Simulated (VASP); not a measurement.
NaF: single point with PBE

NaF:

```xyz
2
Lattice="0.0000 2.2149 2.2149 2.2149 0.0000 2.2149 2.2149 2.2149 0.0000" Properties=species:S:1:pos:R:3 pbc="T T T"
Na    0.0000    0.0000    0.0000
F     2.2149    2.2149    2.2149
```

```
Program             : VASP 6.6.1
Task                : single point
Functional          : PBE
Potentials or basis : VASP PAW PBE potentials, release 64 (Na_pv, F)
Cutoff              : 520 eV
k mesh              : 10 × 10 × 10
Occupations         : gaussian, width 0.02 eV
Spin                : no spin polarisation
```

- Pressure: 12.0 GPa
- Band gap on the k mesh: 7.10 eV, direct

Levels at points of the mesh, in eV from the valence-band top:
| k point | band 4 | band 5 | band 6 | band 7 | band 8 | band 9 | band 10 | band 11 |
| --- | --- | --- | --- | --- | --- | --- | --- | --- |
| (0.00, 0.00, 0.00) | -18.57 | 0.00 | 0.00 | 0.00 | 7.10 | 19.95 | 19.95 | 19.95 |
| (0.50, 0.00, 0.00) | -17.79 | -1.90 | -0.33 | -0.33 | 11.65 | 13.67 | 21.62 | 21.62 |
| (0.50, 0.50, 0.00) | -18.65 | -1.49 | -0.47 | -0.47 | 13.75 | 14.33 | 15.02 | 21.61 |

It took 8.5 s on 1 thread of Intel(R) Xeon(R) Platinum 8488C (Sapphire Rapids) (shared host), peak memory 0.14 GiB.

A k mesh can miss the band edges. Expect the measured gap to be larger: semilocal functionals such as PBE lack the derivative discontinuity.
